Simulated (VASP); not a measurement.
# CsRb2 (Fd-3m) in VASP: further runs, part 2 of 2

VASP 6.6.1. The steps go on from the part before.

## (3) Relaxation of cell and atoms, PBE

This run uses another cell than the first one, of 42.88 Å³/atom.

INCAR

```
PREC = Accurate
ENCUT = 600
EDIFF = 1E-6
ISMEAR = 0
SIGMA = 0.1
LREAL = False
LASPH = True
NELM = 60
ALGO = Fast
ISIF = 3
LWAVE = False
LCHARG = False
GGA = PE
IBRION = 2
NSW = 90
EDIFFG = -0.04
```

KPOINTS

```
Automatic mesh
0
Gamma
  4 4 4
```

POSCAR

```
CsRb2
1.0
    0.0000000000      5.0482348948      5.0482348948
    5.0482348948      0.0000000000      5.0482348948
    5.0482348948      5.0482348948      0.0000000000
Cs Rb
2 4
Direct
    0.0000000000      0.0000000000      0.0000000000
    0.2500000000      0.2500000000      0.2500000000
    0.6250000000      0.6250000000      0.6250000000
    0.1250000000      0.6250000000      0.6250000000
    0.6250000000      0.6250000000      0.1250000000
    0.6250000000      0.1250000000      0.6250000000
```

Potentials or basis: VASP PAW PBE potentials, release 64 (Cs_sv, Rb_sv).

Run with:

```console
$ cat potpaw_PBE.64/Cs_sv/POTCAR potpaw_PBE.64/Rb_sv/POTCAR > POTCAR
$ mpirun -np 1 vasp_std > vasp.out
```

OUTCAR:

```text
PREC = Accurate
   ENCUT = 600
   EDIFF = 1E-6
   ISMEAR = 0
   LREAL = False
   LASPH = True
   NELM = 60
   ISIF = 3
   GGA = PE
   IBRION = 2
   NSW = 90
   EDIFFG = -0.04

 ion  position               nearest neighbor table
   1  0.000  0.000  0.000-   3 4.19   5 4.19   6 4.19   3 4.19   4 4.19   5 4.19   3 4.19   4 4.19
                             6 4.19   4 4.19   5 4.19   6 4.19
   2  0.250  0.250  0.250-   4 4.19   5 4.19   6 4.19   3 4.19   4 4.19   6 4.19   3 4.19   4 4.19
                             5 4.19   3 4.19   5 4.19   6 4.19
   3  0.625  0.625  0.625-   4 3.57   5 3.57   6 3.57   5 3.57   6 3.57   4 3.57   1 4.19   2 4.19
                             1 4.19   2 4.19   1 4.19   2 4.19
   4  0.125  0.625  0.625-   3 3.57   5 3.57   6 3.57   3 3.57   5 3.57   6 3.57   2 4.19   1 4.19
                             1 4.19   2 4.19   2 4.19   1 4.19
   5  0.625  0.625  0.125-   3 3.57   3 3.57   4 3.57   6 3.57   6 3.57   4 3.57   1 4.19   2 4.19
[... 191 lines left out ...]
  Total       13.4670412     13.4670412     13.4670412      0.0000000      0.0000000      0.0000000
  in kB       83.8559943     83.8559943     83.8559943      0.0000000      0.0000000      0.0000000
  external PRESSURE =      83.8559943 kB  Pullay stress =       0.0000000 kB
[... 147 lines left out ...]
--------------------------------------- Ionic step        5  -------------------------------------------

 number of electron      53.9999997 magnetization

 Free energy of the ion-electron system (eV)
  ---------------------------------------------------
  ext. energy  EPLUGINS =         0.00000000
  ---------------------------------------------------
  free energy    TOTEN  =        -5.41768070 eV

  energy without entropy =       -5.38434686  energy(sigma->0) =       -5.40101378

 E-fermi :   0.2261     XC(G=0):  -5.3853

 val. band max:        0.1019318927   @ k =   0.2500   0.2500   0.0000
 cond. band min:       0.2598082264   @ k =   0.2500   0.2500   0.0000
 fundamental gap:      0.1578763337
 Fermi energy:         0.2260971028

 k-point     1 :       0.0000    0.0000    0.0000
  band No.  band energies     occupation
      1     -28.7934      2.00000
      2     -28.7874      2.00000
      3     -28.7874      2.00000
      4     -28.7874      2.00000
      5     -23.6406      2.00000
      6     -23.6390      2.00000
[... 302 lines left out ...]
  FREE ENERGIE OF THE ION-ELECTRON SYSTEM (eV)
  ---------------------------------------------------
  free  energy   TOTEN  =        -5.4176807019 eV

  energy  without entropy=       -5.3843468590  energy(sigma->0) =       -5.40101378

 reached required accuracy - stopping structural energy minimisation
```

Run time: 18 min. Hardware: 1 thread of AMD EPYC 9R45 (Zen 5), shared host; peak memory 0.54 GiB.

Results:

```yaml
Free_energy: -5.4177 eV
Relaxed_volume: 100.88 Å³/atom
Relaxed_cell: a = 9.495 Å, b = 9.495 Å, c = 9.495 Å, α = 60.00°, β = 60.00°, γ = 60.00°
Space_group_after_relaxing_to_0.1_Å: Fd-3m (No. 227)
Energy_gained_by_relaxing: 855.7 meV/atom
Ionic_steps: 5
Pressure_after_relaxing: 0.0 GPa
Band_gap_on_the_k_mesh: zero (bands 27 and 28 overlap by 0.99 eV)
```

The path:
```tsv
step	energy change (eV)	largest force (eV/Å)	pressure (GPa)	volume (Å³)
1	0.0000	0.0000	8.39	257.31
2	-3.2741	0.0000	3.50	350.27
3	-4.9502	0.0000	0.64	503.28
4	-5.1104	0.0000	0.19	567.29
5	-5.1341	0.0000	0.01	605.25
```

Final structure:
```yaml
crystal:
  lattice:
    - [0.00000, 6.71381, 6.71381]
    - [6.71381, 0.00000, 6.71381]
    - [6.71381, 6.71381, 0.00000]
  atoms:
    - { symbol: Cs, position: [0.00000, 0.00000, 0.00000] }
    - { symbol: Cs, position: [0.25000, 0.25000, 0.25000] }
    - { symbol: Rb, position: [0.62500, 0.62500, 0.62500] }
    - { symbol: Rb, position: [0.12500, 0.62500, 0.62500] }
    - { symbol: Rb, position: [0.62500, 0.62500, 0.12500] }
    - { symbol: Rb, position: [0.62500, 0.12500, 0.62500] }
```

Caveat: the volume moved by over 15 % at a fixed basis, so the end points are rough; spin-orbit coupling is left out, which moves the levels of the heavy elements.

## (4) Single point, PBE

This run uses another cell than the first one, of 102.10 Å³/atom.

INCAR

```
PREC = Accurate
ENCUT = 520
EDIFF = 1E-6
ISMEAR = 0
SIGMA = 0.1
LREAL = False
LASPH = True
NELM = 60
ALGO = Fast
ISIF = 2
LWAVE = False
LCHARG = False
GGA = PE
NBANDS = 36
```

KPOINTS

```
regular mesh
0
Gamma
  6 6 6
```

POSCAR

```
CsRb2
1.0
    0.0000000000      6.7407712091      6.7407712091
    6.7407712091      0.0000000000      6.7407712091
    6.7407712091      6.7407712091      0.0000000000
Cs Rb
2 4
Direct
    0.5000000000      0.5000000000      0.5000000000
    0.7500000000      0.7500000000      0.7500000000
    0.1250000000      0.1250000000      0.1250000000
    0.6250000000      0.1250000000      0.1250000000
    0.1250000000      0.1250000000      0.6250000000
    0.1250000000      0.6250000000      0.1250000000
```

Run with:

```console
$ cat potpaw_PBE.64/Cs_sv/POTCAR potpaw_PBE.64/Rb_sv/POTCAR > POTCAR
$ mpirun -np 1 vasp_std > vasp.out
```

Run time: 6.8 min. Hardware: 1 thread of AMD EPYC 9R45 (Zen 5), shared host; peak memory 0.81 GiB.

The run converged. Its results:

```
Free energy            : -5.4390 eV
Pressure               : 0.0 GPa
Band gap on the k mesh : zero (bands 27 and 28 overlap by 0.90 eV)
```

Levels at points of the mesh, in eV from the Fermi level:
| k point | band 23 | band 24 | band 25 | band 26 | band 27 | band 28 | band 29 | band 30 | band 31 | band 32 |
| --- | --- | --- | --- | --- | --- | --- | --- | --- | --- | --- |
| (0.00, 0.00, 0.00) | -10.60 | -10.60 | -1.86 | 0.50 | 0.50 | 0.50 | 0.51 | 0.84 | 0.84 | 0.84 |
| (0.50, 0.00, 0.00) | -10.60 | -10.60 | -1.19 | -1.00 | 0.29 | 0.29 | 0.46 | 0.61 | 0.83 | 0.83 |
| (0.50, 0.50, 0.00) | -10.59 | -10.59 | -0.88 | -0.88 | -0.07 | -0.07 | 0.13 | 0.13 | 1.53 | 1.53 |

Caveat: spin-orbit coupling is left out, which moves the levels of the heavy elements.

## (5) Overview

| task | cell | k mesh | cutoff (eV) | gap on the mesh (eV) | pressure (GPa) |
| --- | --- | --- | --- | --- | --- |
| single point | a = 9.222 Å, angles 60.0°, 6 atoms | 4 × 4 × 4 | 520 | none | 0.3 |
| relaxation of cell and atoms | relaxed from a = 7.139 Å, angles 60.0°, 6 atoms | 4 × 4 × 4 | 600 | none | 0.0 |
| single point | a = 9.533 Å, angles 60.0°, 6 atoms | 6 × 6 × 6 | 520 | none | 0.0 |

Alike in all rows: level PBE; potentials or basis VASP PAW PBE potentials, release 64 (Cs_sv, Rb_sv); no spin polarisation; smearing gaussian 0.1 eV.

Caveats: spin-orbit coupling is left out, which moves the levels of the heavy elements; the volume moved by over 15 % at a fixed basis, so the end points are rough (at least some runs).

Total energies depend on the potentials used, so only differences within one code and one set of settings carry meaning.

The gap in the log of VASP goes by the Fermi energy; the results here count the filled bands.